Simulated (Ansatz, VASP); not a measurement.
Re: VASP beside Ansatz

```
Re
1.0
     0.00000    2.70824    2.70824
     2.70824    0.00000    2.70824
     2.70824    2.70824    0.00000
Re
2
Cartesian
  0.6771 0.6771 0.6771
  4.7394 4.7394 4.7394
```

Alike in both runs: task relaxation of cell and atoms; functional LDA; k mesh 10 × 10 × 10; occupations fermi-dirac, width 0.1 eV; no spin polarisation.

|  | VASP | Ansatz |
| --- | --- | --- |
| version | VASP 6.6.1 | Ansatz 0.2.0 |
| potentials or method | VASP PAW LDA potentials, release 64 (Re_sv_GW), cutoff 560 eV | plane waves (420 eV) with PAW, scalar-relativistic |
| valence electrons in the cell | 30 | 30 |

|  | VASP | Ansatz | Ansatz less VASP |
| --- | --- | --- | --- |
| relaxed volume (Å³/atom) | 21.44 | 21.50 | +0.068 |
| relaxed length of the cell vector where the two differ most in proportion (Å) | 3.929 | 3.933 | +0.0042 |

Ansatz warns that its potentials were made for another functional, while VASP's fit it. LDA's correlation is that of Perdew and Zunger in VASP and of Perdew and Wang (1992) in Ansatz.

Spin-orbit coupling is off throughout.
